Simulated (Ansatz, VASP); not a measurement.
One calculation of LiF, two programs

```
CELL_PARAMETERS angstrom
0.00000 2.09456 1.85288
2.09456 0.00000 1.85288
2.09456 2.09456 0.00000
ATOMIC_POSITIONS crystal
Li 0.00000 0.00000 0.00000
F 0.50000 0.50000 0.50000
```

Change from the starting cell: strain +0.040 along x and y, -0.080 along z, atoms carried along.

Alike in both runs: task single point; functional PBE; k mesh 10 × 10 × 10; occupations gaussian, width 0.05 eV; no spin polarisation.

|  | VASP | Ansatz |
| --- | --- | --- |
| version | VASP 6.6.1 | Ansatz 0.2.0 |
| potentials or method | VASP PAW PBE potentials, release 64 (Li_sv, F), cutoff 520 eV | scalar-relativistic, plane waves, PAW |
| valence electrons in the cell | 10 | 10 |

```csv
,VASP,Ansatz,Ansatz less VASP
gap on the k mesh at the Fermi level (eV),8.97,8.97,+0.003
least direct gap on the mesh (eV),8.97,8.97,+0.003
```

Noted on VASP's run: the cutoff is short for stress, so the pressure is rough.
